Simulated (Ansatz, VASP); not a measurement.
**Two plane-wave programs on SrO**

```
Sr O
1.0
     0.00000   -2.57447   -2.57447
    -2.57447    0.00000   -2.57447
     2.57447    2.57447   -5.14894
Sr O
2 2
Direct
  0.99918 0.99918 0.99918
  0.49918 0.49918 0.49918
  0.75447 0.75447 0.75447
  0.25447 0.25447 0.25447
```

Change from the starting cell: mode 8 frozen in at -0.045 Å, equal normal strain along x, y and z +0.0167.

Alike in both runs: task single point; functional LDA; k mesh 9 × 9 × 8; occupations gaussian, width 0.05 eV; no spin polarisation.

```csv
,VASP,Ansatz
version,VASP 6.6.1,Ansatz 0.2.0
potentials or method,"VASP PAW LDA potentials, release 64 (Sr_sv, O), cutoff 520 eV","scalar-relativistic, plane waves, PAW"
valence electrons in the cell,32,32
```

VASP gave:

```
gap on the k mesh at the Fermi level (eV)                     : 3.18
least direct gap on the mesh (eV)                             : 3.27
pressure (GPa)                                                : -3.9
traceless stress, the component that is largest in VASP (GPa) : 0.22
rms of the force components (eV/Å)                            : 0.060
```

Q: What did Ansatz give for the same quantities?

A: gap on the k mesh at the Fermi level (eV): 3.23; least direct gap on the mesh (eV): 3.32; pressure (GPa): -4.6; traceless stress, the component that is largest in VASP (GPa): 0.21; rms of the force components (eV/Å): 0.055.

LDA's correlation is that of Perdew and Zunger in VASP and of Perdew and Wang (1992) in Ansatz. Atom by atom the forces differ by 0.005 eV/Å (rms over components).
